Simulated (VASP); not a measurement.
# Ga2S (P4_2/mnm) in VASP: notebook, part 2 of 2

VASP 6.6.1.

## 3. Single point, PBE

This run uses another cell than the first one, of 43.93 Å³/atom.

Contents of INCAR:

```
SYSTEM = Ga2S
ALGO = Normal
EDIFF = 1E-7
ENCUT = 520
GGA = PE
ISIF = 2
ISMEAR = 0
LASPH = .TRUE.
LCHARG = .TRUE.
LELF = .TRUE.
LREAL = .FALSE.
LVHAR = .TRUE.
LWAVE = .FALSE.
NBANDS = 41
NELM = 60
PREC = Accurate
SIGMA = 0.1
```

Contents of KPOINTS:

```
k-points
0
G
  4 4 6
  0 0 0
```

Contents of POSCAR:

```
Ga2S
1.0
    8.5847877711      0.0000000000      0.0000000000
    0.0000000000      8.5847877711      0.0000000000
    0.0000000000      0.0000000000      3.5761574342
Ga S
4 2
Direct
    0.3530188437      0.3530188437      0.0000000000
    0.1469811563      0.8530188437      0.5000000000
    0.6469811563      0.6469811563      0.0000000000
    0.8530188437      0.1469811563      0.5000000000
    0.0000000000      0.0000000000      0.0000000000
    0.5000000000      0.5000000000      0.5000000000
```

Potentials or basis: VASP PAW PBE potentials, release 64 (Ga_d, S).

Launch:

```console
$ cat potpaw_PBE.64/Ga_d/POTCAR potpaw_PBE.64/S/POTCAR > POTCAR
$ mpirun -np 1 vasp_std > vasp.out
```

OUTCAR:

```text
SYSTEM = Ga2S
   EDIFF = 1E-7
   ENCUT = 520
   GGA = PE
   ISIF = 2
   ISMEAR = 0
   LASPH = .TRUE.
   LREAL = .FALSE.
   NELM = 60
   PREC = Accurate

 ion  position               nearest neighbor table
   1  0.353  0.353  0.000-   6 2.53   6 2.53
   2  0.147  0.853  0.500-   5 2.53   5 2.53
   3  0.647  0.647  0.000-   6 2.53   6 2.53
   4  0.853  0.147  0.500-   5 2.53   5 2.53
   5  0.000  0.000  0.000-   2 2.53   4 2.53   2 2.53   4 2.53
   6  0.500  0.500  0.500-   1 2.53   3 2.53   1 2.53   3 2.53

  LATTYP: Found a simple tetragonal cell.
 ALAT       =     8.5847877711
 C/A-ratio  =     0.4165691138

  Lattice vectors:

 A1 = (   8.5847877711,   0.0000000000,   0.0000000000)
 A2 = (   0.0000000000,   8.5847877711,   0.0000000000)
 A3 = (   0.0000000000,   0.0000000000,   3.5761574342)

Analysis of symmetry for initial positions (statically):
=====================================================================
 Subroutine PRICEL returns:
 Original cell was already a primitive cell.

 Routine SETGRP: Setting up the symmetry group for a
[... 179 lines left out ...]

 val. band max:       -0.2819969625   @ k =   0.0000   0.0000   0.0000
 cond. band min:       0.4062132721   @ k =   0.0000   0.0000   0.0000
 fundamental gap:      0.6882102347
 Fermi energy:         0.0684081430

 k-point     1 :       0.0000    0.0000    0.0000
  band No.  band energies     occupation
      1     -14.6234      2.00000
      2     -14.6208      2.00000
      3     -14.5357      2.00000
      4     -14.5357      2.00000
      5     -14.4810      2.00000
      6     -14.4810      2.00000
[... 1045 lines left out ...]
     40       3.5164      0.00000
     41       4.4718      0.00000

------------------------ aborting loop because EDIFF is reached ----------------------------------------

  FORCE on cell =-STRESS in cart. coord.  units (eV):
  Direction    XX          YY          ZZ          XY          YZ          ZX
  --------------------------------------------------------------------------------------
  -------------------------------------------------------------------------------------
  Total        0.5596012      0.5596012      0.1565148      0.0000000      0.0000000      0.0000000
  in kB        3.4018368      3.4018368      0.9514593      0.0000000      0.0000000      0.0000000
  external PRESSURE =       2.5850443 kB  Pullay stress =       0.0000000 kB

 VOLUME and BASIS-vectors are now :
 -----------------------------------------------------------------------------
  energy-cutoff  :      520.00
  volume of cell :      263.56
      direct lattice vectors                 reciprocal lattice vectors
     8.584787771  0.000000000  0.000000000     0.116485116  0.000000000  0.000000000
     0.000000000  8.584787771  0.000000000     0.000000000  0.116485116  0.000000000
     0.000000000  0.000000000  3.576157434     0.000000000  0.000000000  0.279629747

 POSITION                                       TOTAL-FORCE (eV/Angst)
 -----------------------------------------------------------------------------------
      3.03059      3.03059      0.00000        -0.006585     -0.006585      0.000000
      1.26180      7.32299      1.78808         0.006585     -0.006585      0.000000
      5.55420      5.55420      0.00000         0.006585      0.006585     -0.000000
      7.32299      1.26180      1.78808        -0.006585      0.006585     -0.000000
      0.00000      0.00000      0.00000         0.000000      0.000000      0.000000
      4.29239      4.29239      1.78808         0.000000      0.000000      0.000000
 -----------------------------------------------------------------------------------
    total drift:                                0.000000      0.000000     -0.000000

  FREE ENERGIE OF THE ION-ELECTRON SYSTEM (eV)
  ---------------------------------------------------
  free  energy   TOTEN  =       -19.7138369934 eV

  energy  without entropy=      -19.7138369801  energy(sigma->0) =      -19.71383699
```

OSZICAR:

```text
N       E                     dE             d eps       ncg     rms          rms(c)
DAV:   1     0.479577942935E+03    0.47958E+03   -0.29331E+04  2097   0.187E+03
DAV:   2     0.549804353188E+02   -0.42460E+03   -0.40549E+03  2200   0.477E+02
DAV:   3    -0.161993532844E+02   -0.71180E+02   -0.67724E+02  2482   0.147E+02
DAV:   4    -0.210380640885E+02   -0.48387E+01   -0.48060E+01  2520   0.368E+01
DAV:   5    -0.211814600887E+02   -0.14340E+00   -0.14326E+00  2706   0.603E+00    0.952E+00
DAV:   6    -0.197623256431E+02    0.14191E+01   -0.25600E+00  2760   0.128E+01    0.598E+00
DAV:   7    -0.197328087720E+02    0.29517E-01   -0.16106E+00  2358   0.493E+00    0.228E+00
DAV:   8    -0.197155912493E+02    0.17218E-01   -0.27734E-01  2506   0.367E+00    0.909E-01
DAV:   9    -0.197081738881E+02    0.74174E-02   -0.49752E-02  2478   0.168E+00    0.456E-01
DAV:  10    -0.197106925963E+02   -0.25187E-02   -0.95662E-03  2617   0.491E-01    0.185E-01
DAV:  11    -0.197134690313E+02   -0.27764E-02   -0.46431E-03  2282   0.295E-01    0.733E-02
DAV:  12    -0.197137195006E+02   -0.25047E-03   -0.53539E-04  2378   0.119E-01    0.438E-02
DAV:  13    -0.197138170303E+02   -0.97530E-04   -0.21330E-04  2536   0.532E-02    0.223E-02
DAV:  14    -0.197138300170E+02   -0.12987E-04   -0.21668E-05  2345   0.302E-02    0.517E-03
DAV:  15    -0.197138376634E+02   -0.76464E-05   -0.11059E-05  2051   0.154E-02    0.755E-03
DAV:  16    -0.197138371947E+02    0.46870E-06   -0.10287E-06  2340   0.634E-03    0.430E-03
DAV:  17    -0.197138369306E+02    0.26408E-06   -0.16230E-06  1757   0.473E-03    0.117E-03
DAV:  18    -0.197138369934E+02   -0.62788E-07   -0.19795E-07  1829   0.255E-03
   1 F= -.19713837E+02 E0= -.19713837E+02  d E =-.133257E-07
```

Run time: 9.3 min. Hardware: 1 thread of Intel Xeon 8259CL, shared host; peak memory 0.45 GiB.

What came out:

```
Free energy            : -19.7138 eV
Pressure               : 0.3 GPa
Largest force          : 0.009 eV/Å
Band gap on the k mesh : 0.69 eV
```

Forces in eV/Å, atoms in the order of the input:
```
Ga  -0.007 -0.007  0.000
Ga   0.007 -0.007  0.000
Ga   0.007  0.007  0.000
Ga  -0.007  0.007  0.000
S    0.000  0.000  0.000
S    0.000  0.000  0.000
```

Caveat: semilocal functionals underestimate gaps, and a narrow one can read as zero. A k mesh can miss the band edges.

The gap in the log of VASP goes by the Fermi energy; the results here count the filled bands.